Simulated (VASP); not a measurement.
Crystal: Nb.

```xyz
1
Lattice="1.6650 1.6650 1.6650 -1.6650 1.6650 1.6650 -1.6650 -1.6650 1.6650" Properties=species:S:1:pos:R:3 pbc="T T T"
Nb    0.0000    0.0000    0.0000
```

| Property | Result |
| --- | --- |
| Program | VASP 6.6.1 |
| Task | relaxation of cell and atoms |
| Functional | PBE |
| Potentials or basis | VASP PAW PBE potentials, release 64 (Nb_sv) |
| Cutoff | 600 eV |
| k mesh | 10 × 10 × 10 |
| Occupations | methfessel-paxton, width 0.1 eV |
| Spin | no spin polarisation |

At the start: pressure -2.9 GPa; volume 18.46 Å³/atom.

Task: Where does the relaxation end?

Result: Over 3 steps the energy falls by 3.0 meV/atom and the volume is 18.14 Å³/atom (-1.7 %); space group Im-3m (No. 229, to 0.05 Å).

Step by step:
```
step  energy change (eV)  largest force (eV/Å)  pressure (GPa)  volume (Å³)
   1              0.0000                0.0000           -2.94        18.46
   2              0.0068                0.0000            5.59        17.57
   3             -0.0030                0.0000           -0.02        18.14
```

Final structure:
```xyz
1
Lattice="1.6554 1.6554 1.6554 -1.6554 1.6554 1.6554 -1.6554 -1.6554 1.6554" Properties=species:S:1:pos:R:3 pbc="T T T"
Nb    0.0000    0.0000    0.0000
```
